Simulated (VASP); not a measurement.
A run of VASP 6.6.1 is set up as follows.

The input INCAR:

```
PREC     = Accurate       # precision mode
ENCUT    = 520            # plane-wave cutoff, eV
EDIFF    = 1E-6           # SCF threshold, eV
ISMEAR   = 1              # smearing method
SIGMA    = 0.05           # smearing width, eV
LREAL    = False          # projectors in reciprocal space
LASPH    = True           # aspherical terms in the spheres
NELM     = 150            # most SCF steps
ALGO     = Normal         # electronic algorithm
ISIF     = 2              # what is computed and relaxed
LWAVE    = False          # write WAVECAR
LCHARG   = False          # write CHGCAR
ISPIN    = 2              # spin polarisation
MAGMOM   = 2.8 0          # initial moments
LORBIT   = 11             # projections on sites
LMAXMIX  = 4              # l up to which the mixer works
LDAU     = True           # DFT+U
LDAUTYPE = 2            
LDAUL    = 2 -1           # shell
LDAUU    = 3 0            # U, eV
LDAUJ    = 0 0          
LDAUPRINT= 1            
GGA      = CA             # functional
NBANDS   = 20             # bands
```

File KPOINTS:

```
Automatic mesh
0
Gamma
  6 6 6
```

The input POSCAR:

```
MnO
1.0
    0.0000000000      2.2266988421      2.2266988421
    2.2266988421      0.0000000000      2.2266988421
    2.2266988421      2.2266988421      0.0000000000
Mn O
1 1
Direct
    0.9911200000      0.9884300000      0.0357900000
    0.4665200000      0.5065100000      0.5352000000
```

Potentials or basis: VASP PAW LDA potentials, release 64 (Mn_pv, O).

Run with:

```console
$ cat potpaw_LDA.64/Mn_pv/POTCAR potpaw_LDA.64/O/POTCAR > POTCAR
$ mpirun -np 1 vasp_std > vasp.out
```

Task: Estimate the band gap on the k mesh.

Result: Zero (filled and empty bands overlap).

Task: What does it give for the site moments?

Result: Mn +4.55; O +0.19 μB.

Task: Predict the pressure.

Result: -6.1 GPa.

Task: What does it give for the net moment?

Result: 5.00 μB per cell.

Forces in eV/Å, atoms in the order of the input:
```
Mn   0.104 -0.155 -0.038
O   -0.104  0.155  0.038
```

Caveat: the k points lie up to 0.41 Å⁻¹ apart; a cell with one magnetic atom can't hold antiferromagnetic order, which such compounds often take. The state reached can hang on the start; a lower one may exist.
